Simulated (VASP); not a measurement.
# W: relaxation of cell and atoms with RPBE

W:

```
W
1.0
    -1.61026    1.61026    1.61026
     1.61026   -1.61026    1.61026
     1.61026    1.61026   -1.61026
W
1
Direct
  0.00000 0.00000 0.00000
```

```json
{
 "Program": "VASP 6.6.1",
 "Task": "relaxation of cell and atoms",
 "Functional": "RPBE",
 "Potentials or basis": "VASP PAW PBE potentials, release 64 (W_sv)",
 "Cutoff": "600 eV",
 "k mesh": "14 × 14 × 14",
 "Occupations": "tetrahedron",
 "Spin": "no spin polarisation",
 "Dipole correction": "no",
 "Further INCAR settings": "ALGO = Normal; EDIFF = 1e-07; IBRION = 2; EDIFFG = -0.005; NSW = 100; ISIF = 3"
}
```

```yaml
Relaxed_volume: 16.39 Å³/atom
Relaxed_cell: a = 2.771 Å, b = 2.771 Å, c = 2.771 Å, α = 109.47°, β = 109.47°, γ = 109.47°
Space_group_after_relaxing_to_0.05_Å: Im-3m (No. 229)
Energy_gained_by_relaxing: 5.9 meV/atom
Ionic_steps: 4
Pressure_after_relaxing: 0.0 GPa
Band_gap_on_the_k_mesh: zero (band 7 reaches 15.98 eV, above the bottom of band 8 at 9.88 eV)
```

The path:
```tsv
step	energy change (eV)	largest force (eV/Å)	pressure (GPa)	volume (Å³)
1	0.0000	0.0000	-5.45	16.70
2	0.0564	0.0000	21.67	15.37
3	-0.0059	0.0000	0.28	16.37
4	-0.0059	0.0000	-0.01	16.39
```

Final structure:
```cif
data_structure
_symmetry_space_group_name_H-M 'P 1'
_symmetry_Int_Tables_number 1
_cell_length_a 2.7713
_cell_length_b 2.7713
_cell_length_c 2.7713
_cell_angle_alpha 109.471
_cell_angle_beta 109.471
_cell_angle_gamma 109.471
_cell_volume 16.39
loop_
_atom_site_label
_atom_site_type_symbol
_atom_site_fract_x
_atom_site_fract_y
_atom_site_fract_z
_atom_site_occupancy
W1 W 0.00000 0.00000 0.00000 1
```

Levels at points of the mesh, in eV from the Fermi level:
```csv
k point,band 3,band 4,band 5,band 6,band 7,band 8,band 9,band 10,band 11
"(0.00, 0.00, 0.00)",-37.91,-37.91,-9.49,-1.21,-1.21,-1.21,2.16,2.16,14.38
"(0.50, 0.00, 0.00)",-38.29,-37.91,-6.09,-3.45,0.51,2.04,2.98,5.81,10.53
"(0.50, 0.50, 0.50)",-38.72,-38.72,-5.60,-5.60,4.89,4.89,4.89,7.93,7.93
```

It took 24 s on 1 thread of Intel(R) Xeon(R) 6975P-C (Granite Rapids), with other jobs on the host, peak memory 0.16 GiB.

Caveat: the PAW data sets were made with another functional, which shifts forces and pressure a little; spin-orbit coupling is left out, which moves the levels of the heavy elements; tetrahedron occupations give inexact forces and stress in metals.
